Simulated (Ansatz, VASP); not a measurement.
## One calculation of InSb, two programs

```xyz
2
Lattice="0.0000 3.2598 3.2598 3.2598 0.0000 3.2598 3.2598 3.2598 0.0000" Properties=species:S:1:pos:R:3 pbc="T T T"
In    0.0000    0.0000    0.0000
Sb    4.8897    4.8897    4.8897
```

Alike in both runs: task single point; functional PBEsol; k mesh 8 × 8 × 8; occupations gaussian, width 0.05 eV; no spin polarisation.

|  | VASP | Ansatz |
| --- | --- | --- |
| version | VASP 6.6.1 | Ansatz 0.2.0 |
| potentials or method | VASP PAW PBE potentials, release 64 (In_d, Sb), cutoff 520 eV | scalar-relativistic, plane waves, PAW |
| valence electrons in the cell | 18 | 28 |

```tsv
	VASP	Ansatz	Ansatz less VASP
gap on the k mesh at the Fermi level (eV)	none	none	-
pressure (GPa)	0.0	0.0	-0.02
```

VASP's potentials were made for PBE, not for PBEsol. A gap of «none» marks a metal or a gap that the smearing closes. VASP's potentials hold 18 valence electrons a cell and Ansatz's 28, so a difference there can come from the potentials and not from the codes.

Spin-orbit coupling is off throughout.
